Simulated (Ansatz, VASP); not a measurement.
One calculation of SnSe2, two programs

Contents of INCAR:

```
  PREC = Accurate
  ENCUT = 520
  EDIFF = 1E-7
  ISMEAR = 0
  SIGMA = 0.05
  LREAL = F
  LASPH = T
  NELM = 80
  ALGO = Normal
  ISIF = 2
  LWAVE = F
  LCHARG = F
  GGA = PS
  IVDW = 12
  NBANDS = 20
```

Contents of KPOINTS:

```
regular mesh
0
Gamma
  12 12 6
```

The input POSCAR:

```
SnSe2
1.0
    3.9634387328      0.0000000000      0.0000000000
   -1.9817193664      3.4324386290      0.0000000000
    0.0000000000      0.0000000000      5.8915200000
Sn Se
1 2
Direct
    0.0000000000      0.0000000000      0.0000000000
    0.3333333333      0.6666666667      0.2500000000
    0.6666666667      0.3333333333      0.7500000000
```

Input for Ansatz:

```yaml
crystal:
  lattice:
    - [3.9634387328, 0.0, 0.0]
    - [-1.9817193664, 3.432438629, 0.0]
    - [0.0, 0.0, 5.89152]
  atoms:
    - { symbol: Sn, position: [0.0, 0.0, 0.0] }
    - { symbol: Se, position: [0.3333333333, 0.6666666667, 0.25] }
    - { symbol: Se, position: [0.6666666667, 0.3333333333, 0.75] }
basis:
  ecutwfc: 420
kpoints:
  mp_grid: { grid: [12, 12, 6] }
hamiltonian:
  xc: pbesol
  dispersion: d3bj
scf:
  occupations: { method: gaussian, width: 0.05 }
output:
  forces: true
  stress: true
  eigenvalues: true
```

Change from the starting cell: strain +0.040 along x and y, -0.040 along z, atoms carried along.

Alike in both runs: task single point; functional PBEsol; dispersion D3(BJ); k mesh 12 × 12 × 6; occupations gaussian, width 0.05 eV; no spin polarisation.

|  | VASP | Ansatz |
| --- | --- | --- |
| version | VASP 6.6.1 | Ansatz 0.2.0 |
| potentials or method | VASP PAW PBE potentials, release 64 (Sn_d, Se), cutoff 520 eV | scalar-relativistic, plane waves, PAW |
| valence electrons in the cell | 26 | 46 |

Ansatz gave:

| Property | Result |
| --- | --- |
| gap on the k mesh at the Fermi level (eV) | none |
| pressure (GPa) | -2.5 |
| traceless stress, the component that is largest in VASP (GPa) | 3.30 |
| rms of the force components (eV/Å) | 0.268 |

Problem. What did VASP give for the same quantities?

Solution. gap on the k mesh at the Fermi level (eV): none; pressure (GPa): -2.4; traceless stress, the component that is largest in VASP (GPa): 3.29; rms of the force components (eV/Å): 0.276.

VASP's potentials were made for PBE, not for PBEsol. Atom by atom the forces differ by 0.008 eV/Å (rms over components). A gap of «none» marks a metal or a gap that the smearing closes. VASP's potentials hold 26 valence electrons a cell and Ansatz's 46, so a difference there can come from the potentials and not from the codes.
